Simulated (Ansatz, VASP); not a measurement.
## Pt in VASP and in Ansatz

File INCAR:

```
SYSTEM = Pt
PREC = Accurate
ENCUT = 520
EDIFF = 1E-6
ISMEAR = 0
SIGMA = 0.15
LREAL = .False.
LASPH = .True.
NELM = 100
ALGO = Fast
ISIF = 2
LWAVE = .False.
LCHARG = .False.
GGA = PE
NBANDS = 11
```

Contents of KPOINTS:

```
regular mesh
0
Gamma
  20 20 20
  0 0 0
```

File POSCAR:

```
Pt
1.0
    0.0000000000      2.1292162500      1.9579000000
    2.1292162500      0.0000000000      1.9579000000
    2.1292162500      2.1292162500      0.0000000000
Pt
1
Direct
    0.0000000000      0.0000000000      0.0000000000
```

Input for Ansatz:

```yaml
crystal:
  lattice:
    - [0.0, 2.12921625, 1.9579]
    - [2.12921625, 0.0, 1.9579]
    - [2.12921625, 2.12921625, 0.0]
  atoms:
    - { symbol: Pt, position: [0.0, 0.0, 0.0] }
basis:
  ecutwfc: 420
kpoints:
  mp_grid: { grid: [20, 20, 20] }
hamiltonian:
  xc: pbe
scf:
  occupations: { method: gaussian, width: 0.15 }
output:
  forces: true
  stress: true
  eigenvalues: true
```

Change from the starting cell: strain +0.0875 x Voigt [1, 1, 0, 0, 0, 0], atoms carried along.

Alike in both runs: task single point; functional PBE; k mesh 20 × 20 × 20; occupations gaussian, width 0.15 eV; no spin polarisation.

|  | VASP | Ansatz |
| --- | --- | --- |
| version | VASP 6.6.1 | Ansatz 0.2.0 |
| potentials or method | VASP PAW PBE potentials, release 64 (Pt), cutoff 520 eV | scalar-relativistic, plane waves, PAW |
| valence electrons in the cell | 10 | 18 |

|  | VASP | Ansatz | Ansatz less VASP |
| --- | --- | --- | --- |
| gap on the k mesh at the Fermi level (eV) | none | none | - |
| pressure (GPa) | -21.9 | -21.7 | +0.25 |
| traceless stress, the component that is largest in VASP (GPa) | 1.69 | 1.70 | +0.010 |

A gap of «none» marks a metal or a gap that the smearing closes. The functional is the same, so the differences come from potentials, cutoffs and numerics. VASP's potentials hold 10 valence electrons a cell and Ansatz's 18, so a difference there can come from the potentials and not from the codes.

Spin-orbit coupling is off throughout.
